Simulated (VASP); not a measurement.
A run of VASP 6.6.1 is set up as follows.

INCAR

```
PREC = Accurate ; ENCUT = 520
EDIFF = 1E-7 ; ISMEAR = 0
SIGMA = 0.15 ; LREAL = F
LASPH = T ; NELM = 80
ALGO = Fast ; ISIF = 2
LWAVE = F ; LCHARG = F
GGA = PE ; NBANDS = 12
```

The input KPOINTS:

```
regular mesh
0
Gamma
  20 20 20
```

File POSCAR:

```
Ti
1.0
   -1.7470044324      1.7470044324      1.5462376771
    1.7470044324     -1.7470044324      1.5462376771
    1.5082327826      1.5082327826     -1.5462376771
Ti
1
Direct
    0.0000000000      0.0000000000      0.0000000000
```

Potentials or basis: VASP PAW PBE potentials, release 64 (Ti_sv).

Command:

```bash
$ cat potpaw_PBE.64/Ti_sv/POTCAR > POTCAR
$ mpirun -np 1 vasp_std > vasp.out
```

Problem. Estimate the pressure.

Solution. 6.2 GPa.

Problem. Estimate the band gap on the k mesh.

Solution. Zero (band 6 reaches 9.74 eV, above the bottom of band 7 at 8.18 eV).

Stress tensor (GPa, compression positive):
```
6.22 5.68 0.00
5.68 6.22 0.00
0.00 0.00 6.10
```

Caveat: the cell differs from its parent crystal (engineering shear strain xy -0.1467, normal strain along z -0.0500).
